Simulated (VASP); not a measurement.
# Ge: single point with PBE

The system is Ge.

```xyz
4
Lattice="2.4205 -4.1024 0.0000 2.4205 4.1024 0.0000 0.0000 0.0000 4.8475" Properties=species:S:1:pos:R:3 pbc="T T T"
Ge    2.4205    2.8512    0.3805
Ge    2.4205   -1.2512    2.0432
Ge    2.4205   -2.8512    4.4670
Ge    2.4205    1.2512    2.8043
```

- Program: VASP 6.6.1
- Task: single point
- Functional: PBE
- Potentials or basis: VASP PAW PBE potentials, release 64 (Ge_d)
- Cutoff: 520 eV
- k mesh: 4 × 4 × 4
- Occupations: gaussian, width 0.1 eV
- Spin: no spin polarisation

```json
{
  "Pressure": "-3.6 GPa",
  "Largest force": "0.747 eV/Å",
  "Band gap on the k mesh": "zero (band 28 reaches 5.03 eV, above the bottom of band 29 at 3.74 eV)"
}
```

Forces on the atoms (eV/Å):
```
Ge   0.000 -0.693  0.279
Ge   0.000 -0.693 -0.279
Ge   0.000  0.693 -0.279
Ge   0.000  0.693  0.279
```

Stress tensor (GPa, compression positive):
```
-3.18  0.00  0.00
 0.00 -2.96  0.00
 0.00  0.00 -4.57
```

Levels at points of the mesh, in eV from the Fermi level:
| k point | band 25 | band 26 | band 27 | band 28 | band 29 | band 30 | band 31 | band 32 |
| --- | --- | --- | --- | --- | --- | --- | --- | --- |
| (0.00, 0.00, 0.00) | -3.08 | -2.76 | -2.02 | -1.02 | -0.86 | 1.39 | 2.40 | 3.16 |
| (0.50, 0.00, 0.00) | -2.88 | -2.88 | -1.45 | -1.45 | 0.61 | 0.61 | 2.45 | 2.45 |
| (0.50, 0.50, 0.00) | -4.26 | -3.04 | -1.00 | -0.70 | -0.07 | 1.15 | 1.52 | 1.66 |
| (0.00, 0.00, 0.50) | -2.35 | -2.35 | -1.79 | -1.79 | -0.21 | -0.21 | 1.67 | 1.67 |
| (0.50, 0.00, 0.50) | -3.21 | -3.21 | -1.99 | -1.99 | 3.29 | 3.29 | 3.43 | 3.43 |
| (0.50, 0.50, 0.50) | -2.84 | -2.84 | -2.72 | -2.72 | 2.35 | 2.35 | 3.50 | 3.50 |

It took 61 s on 1 thread of Intel(R) Xeon(R) Platinum 8259CL CPU @ 2.50GHz (Skylake/Cascade Lake), on a shared host, peak memory 0.22 GiB.

Caveat: the k points lie up to 0.38 Å⁻¹ apart.
